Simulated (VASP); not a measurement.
# V (Pm-3m) in VASP: further runs

The runs below take V through single point, with r2SCAN.

Everything below comes from runs of VASP 6.6.1. Logs are shortened: lines on timing, memory, paths and dates and some standing lists are left out, and cuts for length are marked.

### Step 1. The cell of the first run

The structure is cubic, space group Pm-3m (No. 221). Conventional cell: a = 2.457 Å, b = 2.457 Å, c = 2.457 Å, α = 90.00°, β = 90.00°, γ = 90.00°. Within 3.2 Å of V (site symmetry m-3m) lie 6 V at 2.46 Å.

This isn't the form of V at room conditions, which is bcc.

### Step 2. Single point, r2SCAN, collinear spin, ferromagnetic start (14.83 Å³/atom)

POSCAR reads:

```
V
1.0
    2.4567910228      0.0000000000      0.0000000000
    0.0000000000      2.4567910228      0.0000000000
    0.0000000000      0.0000000000      2.4567910228
V
1
Direct
    0.0000000000      0.0000000000      0.0000000000
```

INCAR.step1 reads:

```
SYSTEM = V
PREC = Accurate ; ENCUT = 520
ISMEAR = -1 ; SIGMA = 0.05
LREAL = .False. ; LASPH = .True.
NELM = 150 ; ISPIN = 2
MAGMOM = 1 ; LMAXMIX = 4
NBANDS = 16 ; GGA = PE
ALGO = Normal ; EDIFF = 1E-4
LWAVE = .True. ; LCHARG = .False.
```

INCAR.step2 reads:

```
SYSTEM = V
PREC = Accurate ; ENCUT = 520
EDIFF = 1E-7 ; ISMEAR = -1
SIGMA = 0.05 ; LREAL = .False.
LASPH = .True. ; NELM = 150
ALGO = Normal ; ISIF = 2
LWAVE = .False. ; LCHARG = .True.
ISPIN = 2 ; MAGMOM = 1
LORBIT = 11 ; LMAXMIX = 4
METAGGA = R2SCAN ; LMIXTAU = .True.
LELF = .True. ; LVHAR = .True.
NBANDS = 16 ; ISTART = 1
```

KPOINTS reads:

```
Automatic mesh
0
Gamma
  15 15 15
  0 0 0
```

Potentials or basis: VASP PAW PBE potentials, release 64 (V_sv).

Command:

```
> cat potpaw_PBE.64/V_sv/POTCAR > POTCAR
> cp INCAR.step1 INCAR
> mpirun -np 1 vasp_std > vasp.out
> cp INCAR.step2 INCAR
> mpirun -np 1 vasp_std > vasp.out
```

OUTCAR:

```text
SYSTEM = V
   PREC = Accurate
   ENCUT = 520
   EDIFF = 1E-7
   ISMEAR = -1
   LREAL = .False.
   LASPH = .True.
   NELM = 150
   ISIF = 2
   ISPIN = 2
   LORBIT = 11
   METAGGA = R2SCAN
   ISTART = 1

 ion  position               nearest neighbor table
   1  0.000  0.000  0.000-

  LATTYP: Found a simple cubic cell.
 ALAT       =     2.4567910228

  Lattice vectors:

 A1 = (   2.4567910228,   0.0000000000,   0.0000000000)
 A2 = (   0.0000000000,   2.4567910228,   0.0000000000)
 A3 = (   0.0000000000,   0.0000000000,   2.4567910228)

Analysis of symmetry for initial positions (statically):
=====================================================================
 Subroutine PRICEL returns:
 Original cell was already a primitive cell.

 Routine SETGRP: Setting up the symmetry group for a
 simple cubic supercell.

 Subroutine GETGRP returns: Found 48 space group operations
 (whereof 48 operations were pure point group operations)
 out of a pool of 48 trial point group operations.

The static configuration has the point symmetry O_h .

Analysis of symmetry for dynamics (positions and initial velocities):
=====================================================================
 Subroutine PRICEL returns:
 Original cell was already a primitive cell.

 Routine SETGRP: Setting up the symmetry group for a
 simple cubic supercell.

 Subroutine GETGRP returns: Found 48 space group operations
 (whereof 48 operations were pure point group operations)
 out of a pool of 48 trial point group operations.

The dynamic configuration has the point symmetry O_h .

Analysis of structural, dynamic, and magnetic symmetry:
=====================================================================
 Subroutine PRICEL returns:
 Original cell was already a primitive cell.

 Routine SETGRP: Setting up the symmetry group for a
 simple cubic supercell.

 Subroutine GETGRP returns: Found 48 space group operations
 (whereof 48 operations were pure point group operations)
 out of a pool of 48 trial point group operations.

The overall configuration has the point symmetry O_h .

 Subroutine INISYM returns: Found 48 space group operations
 (whereof 48 operations are pure point group operations),
 and found     1 'primitive' translations

----------------------------------------------------------------------------------------

                                     Primitive cell

  volume of cell :      14.8288

  direct lattice vectors                    reciprocal lattice vectors
     2.456791023  0.000000000  0.000000000     0.407035027  0.000000000  0.000000000
     0.000000000  2.456791023  0.000000000     0.000000000  0.407035027  0.000000000
     0.000000000  0.000000000  2.456791023     0.000000000  0.000000000  0.407035027

  length of vectors
     2.456791023  2.456791023  2.456791023     0.407035027  0.407035027  0.407035027

  position of ions in fractional coordinates (direct lattice)
     0.000000000  0.000000000  0.000000000

  ion indices of the primitive-cell ions
   primitive index   ion index
                 1           1

----------------------------------------------------------------------------------------

 KPOINTS: Automatic mesh

Automatic generation of k-mesh.
 Grid dimensions read from file:
 generate k-points for:   15   15   15

 Generating k-lattice:

  Cartesian coordinates                     Fractional coordinates (reciprocal lattice)
     0.027135668  0.000000000  0.000000000     0.066666667  0.000000000  0.000000000
     0.000000000  0.027135668  0.000000000     0.000000000  0.066666667  0.000000000
     0.000000000  0.000000000  0.027135668     0.000000000  0.000000000  0.066666667

  Length of vectors
     0.027135668  0.027135668  0.027135668

  Shift w.r.t. Gamma in fractional coordinates (k-lattice)
     0.000000000  0.000000000  0.000000000

 Subroutine IBZKPT returns following result:
 ===========================================

 Found    120 irreducible k-points:

 Following reciprocal coordinates:
            Coordinates               Weight
  0.000000  0.000000  0.000000      1.000000
  0.066667  0.000000  0.000000      6.000000
  0.133333  0.000000  0.000000      6.000000
  0.200000  0.000000  0.000000      6.000000
  0.266667  0.000000  0.000000      6.000000
  0.333333  0.000000  0.000000      6.000000
[... 16 lines left out ...]
  0.266667  0.200000  0.000000     24.000000
  0.333333  0.200000  0.000000     24.000000
 [... further k-points ...]
   k-points           NKPTS =    120   k-points in BZ     NKDIM =    120   number of bands    NBANDS=     16
   number of dos      NEDOS =    301   number of ions     NIONS =      1
   total plane-waves  NPLWV =   5832
   dimension x,y,z NGX =    18 NGY =   18 NGZ =   18
   dimension x,y,z NGXF=    36 NGYF=   36 NGZF=   36
   ions per type =               1
   NGX,Y,Z   is equivalent  to a cutoff of  12.18, 12.18, 12.18 a.u.
   NGXF,Y,Z  is equivalent  to a cutoff of  24.36, 24.36, 24.36 a.u.
 SYSTEM =  V
   PREC   = accura    normal or accurate (medium, high low for compatibility)
   ISTART =      1    job   : 0-new  1-cont  2-samecut
   ICHARG =      0    charge: 1-file 2-atom 10-const
   ISPIN  =      2    spin polarized calculation?
   LNONCOLLINEAR =      F non collinear calculations
   LSORBIT =      F    spin-orbit coupling
   LASPH  =      T    aspherical Exc in radial PAW
   ENCUT  =  520.0 eV  38.22 Ry    6.18 a.u.   4.57  4.57  4.57*2*pi/ulx,y,z
   NELM   =    150;   NELMIN=  2; NELMDL=  0     # of ELM steps
   EDIFF  = 0.1E-06   stopping-criterion for ELM
   LREAL  =      F    real-space projection
   EDIFFG = 0.1E-05   stopping-criterion for IOM
   NSW    =      0    number of steps for IOM
   IBRION =     -1    ionic relax: 0-MD 1-quasi-New 2-CG
   NFREE  =      0    steps in history (QN), initial steepest desc. (CG)
   ISIF   =      2    stress and relaxation
   ISYM   =      2    0-nonsym 1-usesym 2-fastsym
   POTIM  = 0.5000    time-step for ionic-motion
   TEBEG  =    0.0;   TEEND  =   0.0 temperature during run
   PSTRESS=    0.0 pullay stress
   NELECT =      13.0000    total number of electrons
   NUPDOWN=      -1.0000    fix difference up-down
   EMIN   =  10.00;   EMAX   =-10.00  energy-range for DOS
   EFERMI =   0.00;   METHOD = LEGACY
   ISMEAR =    -1;   SIGMA  =   0.05  broadening in eV -4-tet -1-fermi 0-gaus
   EFERMI_NEDOS =   21; number of points for ismear=-14 and -15
   IALGO  =     38    algorithm
   IMIX   =      4    mixing-type and parameters
     AMIX     =   0.40;   BMIX     =  1.00
     AMIX_MAG =   1.60;   BMIX_MAG =  1.00
  volume/ion in A,a.u.               =      14.83       100.07
  Fermi-wavevector in a.u.,A,eV,Ry     =   1.566827  2.960874 33.401582  2.454947
  Thomas-Fermi vector in A             =   2.669097
   LORBIT       =     11    0 simple, 1 ext, 2 COOP (PROOUT), +10 PAW based schemes
   METAGGA = R2SCAN    functional components
   LHFCALC =     F    Hartree Fock is set to
   AEXX    =    0.0000 exact exchange contribution
   IVDW    =     0    specifies the selected vdW correction
   LEPSILON=     F    determine dielectric tensor
   LRPA    =     F    only Hartree local field effects (RPA)
 spin polarized calculation
  energy-cutoff  :      520.00
  volume of cell :       14.83
 maximum number of plane-waves:       417
   NGX =  9   NGY =  9   NGZ =  9

 number of electron      12.9999983 magnetization      -0.0000101

 number of electron      12.9999983 magnetization       0.0000005

 Free energy of the ion-electron system (eV)
  ---------------------------------------------------
  ext. energy  EPLUGINS =         0.00000000
  ---------------------------------------------------
  free energy    TOTEN  =       -13.26577812 eV

  energy without entropy =      -13.25452476  energy(sigma->0) =      -13.26015144

 E-fermi :   8.6902     XC(G=0): -13.3390

 val. band max:        8.6894486234   @ k =   0.4000   0.4000   0.2000
 cond. band min:       8.7163950885   @ k =   0.3333   0.2000   0.2000
 fundamental gap:      0.0269464651
 Fermi energy:         8.6902029015

 spin component 1

 k-point     1 :       0.0000    0.0000    0.0000
  band No.  band energies     occupation
      1     -57.7223      1.00000
      2     -29.8445      1.00000
      3     -29.8445      1.00000
      4     -29.8445      1.00000
      5       1.9297      1.00000
      6       6.3831      1.00000
[... 8 lines left out ...]
     15      32.5094      0.00000
     16      35.9081      0.00000

 k-point     2 :       0.0667    0.0000    0.0000
  band No.  band energies     occupation
      1     -57.7153      1.00000
      2     -29.8930      1.00000
      3     -29.8405      1.00000
      4     -29.8405      1.00000
      5       2.0675      1.00000
      6       6.4149      1.00000
[... 8 lines left out ...]
     15      33.2326      0.00000
     16      36.6311      0.00000
[... 387 lines left out ...]
      5       4.7667      1.00000
      6       7.2803      1.00000
[... 8 lines left out ...]
     15      35.8917      0.00000
     16      40.5997      0.00000

 k-point    24 :       0.3333    0.2000    0.0000
  band No.  band energies     occupation
      1     -57.5422      1.00000
      2     -30.6071      1.00000
      3     -30.1362      1.00000
      4     -29.7435      1.00000
      5       5.4571      1.00000
      6       7.3743      1.00000
[... 8 lines left out ...]
     15      34.3407      0.00000
     16      40.0798      0.00000

 [... further k-points ...]

 spin component 2

 k-point     1 :       0.0000    0.0000    0.0000
  band No.  band energies     occupation
      1     -57.7223      1.00000
      2     -29.8445      1.00000
      3     -29.8445      1.00000
      4     -29.8445      1.00000
      5       1.9297      1.00000
      6       6.3831      1.00000
[... 8 lines left out ...]
     15      32.5094      0.00000
     16      35.9081      0.00000

 k-point     2 :       0.0667    0.0000    0.0000
  band No.  band energies     occupation
      1     -57.7153      1.00000
      2     -29.8930      1.00000
      3     -29.8405      1.00000
      4     -29.8405      1.00000
      5       2.0675      1.00000
      6       6.4149      1.00000
[... 8 lines left out ...]
     15      33.2327      0.00000
     16      36.6311      0.00000
[... 387 lines left out ...]
      5       4.7667      1.00000
      6       7.2803      1.00000
[... 8 lines left out ...]
     15      35.8917      0.00000
     16      40.5997      0.00000

 k-point    24 :       0.3333    0.2000    0.0000
  band No.  band energies     occupation
      1     -57.5422      1.00000
      2     -30.6071      1.00000
      3     -30.1362      1.00000
      4     -29.7435      1.00000
      5       5.4571      1.00000
      6       7.3743      1.00000
[... 8 lines left out ...]
     15      34.3407      0.00000
     16      40.0798      0.00000

 [... further k-points ...]

------------------------ aborting loop because EDIFF is reached ----------------------------------------

  FORCE on cell =-STRESS in cart. coord.  units (eV):
  Direction    XX          YY          ZZ          XY          YZ          ZX
  --------------------------------------------------------------------------------------
  -------------------------------------------------------------------------------------
  Total       -0.2680011     -0.2680011     -0.2680011     -0.0000000     -0.0000000     -0.0000000
  in kB      -28.9562575    -28.9562575    -28.9562575     -0.0000000     -0.0000000     -0.0000000
  external PRESSURE =     -28.9562575 kB  Pullay stress =       0.0000000 kB

 VOLUME and BASIS-vectors are now :
 -----------------------------------------------------------------------------
  energy-cutoff  :      520.00
  volume of cell :       14.83
      direct lattice vectors                 reciprocal lattice vectors
     2.456791023  0.000000000  0.000000000     0.407035027  0.000000000  0.000000000
     0.000000000  2.456791023  0.000000000     0.000000000  0.407035027  0.000000000
     0.000000000  0.000000000  2.456791023     0.000000000  0.000000000  0.407035027

 POSITION                                       TOTAL-FORCE (eV/Angst)
 -----------------------------------------------------------------------------------
      0.00000      0.00000      0.00000         0.000000      0.000000      0.000000
 -----------------------------------------------------------------------------------
    total drift:                               -0.000000      0.000000      0.000000

  FREE ENERGIE OF THE ION-ELECTRON SYSTEM (eV)
  ---------------------------------------------------
  free  energy   TOTEN  =       -13.2657781221 eV

  energy  without entropy=      -13.2545247648  energy(sigma->0) =      -13.26015144

 total charge

# of ion       s       p       d       tot
------------------------------------------
    1        2.346   6.171   3.177  11.695

 magnetization (x)

# of ion       s       p       d       tot
------------------------------------------
    1        0.000   0.000   0.000   0.000
```

Run time: 2.1 min. Hardware: 1 thread of Intel Xeon Platinum 8259CL at 2.50GHz (Skylake/Cascade Lake), shared host; peak memory 0.15 GiB.

What came out:

```
Free energy                                           : -13.2658 eV
Pressure                                              : -2.9 GPa
Net moment                                            : 0.00 μB per cell
Valence electrons inside the program's atomic spheres : V 11.70
```

Levels at points of the mesh, in eV from the Fermi level:
Spin up:
```
           k point  band 3  band 4  band 5  band 6  band 7  band 8  band 9  band 10  band 11  band 12
(0.00, 0.00, 0.00)  -38.53  -38.53   -6.76   -2.31   -2.31    3.84    3.84     3.84    19.20    19.20
```
Spin down:
```csv
k point,band 4,band 5,band 6,band 7,band 8,band 9,band 10,band 11
"(0.00, 0.00, 0.00)",-38.53,-6.76,-2.31,-2.31,3.84,3.84,3.84,19.20
```

Caveat: the PAW data sets were made with another functional, which shifts forces and pressure a little.

### Step 3. Single point, r2SCAN, collinear spin, ferromagnetic start (15.40 Å³/atom)

This run uses another cell than the first one, of 15.40 Å³/atom.

POSCAR reads:

```
V
1.0
    2.4878929450      0.0000000000      0.0000000000
    0.0000000000      2.4878929450      0.0000000000
    0.0000000000      0.0000000000      2.4878929450
V
1
Direct
    0.0000000000      0.0000000000      0.0000000000
```

INCAR.step1 reads:

```
  PREC = Accurate
  ENCUT = 520
  ISMEAR = -1
  SIGMA = 0.05
  LREAL = F
  LASPH = T
  NELM = 150
  ISPIN = 2
  MAGMOM = 1
  LMAXMIX = 4
  NBANDS = 16
  GGA = PE
  ALGO = Normal
  EDIFF = 1E-4
  LWAVE = T
  LCHARG = F
```

INCAR.step2 reads:

```
  PREC = Accurate
  ENCUT = 520
  EDIFF = 1E-6
  ISMEAR = -1
  SIGMA = 0.05
  LREAL = F
  LASPH = T
  NELM = 150
  ALGO = Normal
  ISIF = 2
  LWAVE = F
  LCHARG = F
  ISPIN = 2
  MAGMOM = 1
  LORBIT = 11
  LMAXMIX = 4
  METAGGA = R2SCAN
  LMIXTAU = T
  NBANDS = 16
  ISTART = 1
```

KPOINTS reads:

```
regular mesh
0
Gamma
  15 15 15
```

Potentials or basis: VASP PAW PBE potentials, release 64 (V_sv).

Command:

```
> cat potpaw_PBE.64/V_sv/POTCAR > POTCAR
> cp INCAR.step1 INCAR
> mpirun -np 1 vasp_std > vasp.out
> cp INCAR.step2 INCAR
> mpirun -np 1 vasp_std > vasp.out
```

It took 2 min on 1 thread of Intel Xeon Platinum 8259CL at 2.50GHz (Skylake/Cascade Lake), shared host; peak memory 0.16 GiB.

It converged, with:

- Free energy: -13.2472 eV
- Pressure: -7.7 GPa
- Net moment: 0.00 μB per cell
- Valence electrons inside the program's atomic spheres: V 11.64

Levels at points of the mesh, in eV from the Fermi level:
Spin up:
```
           k point  band 3  band 4  band 5  band 6  band 7  band 8  band 9  band 10  band 11  band 12
(0.00, 0.00, 0.00)  -38.62  -38.62   -6.66   -2.20   -2.20    3.68    3.68     3.68    18.74    18.74
```
Spin down:
| k point | band 5 | band 6 | band 7 | band 8 | band 9 | band 10 |
| --- | --- | --- | --- | --- | --- | --- |
| (0.00, 0.00, 0.00) | -6.66 | -2.20 | -2.20 | 3.68 | 3.68 | 3.68 |

Caveat: the cell stands under tension; the PAW data sets were made with another functional, which shifts forces and pressure a little.
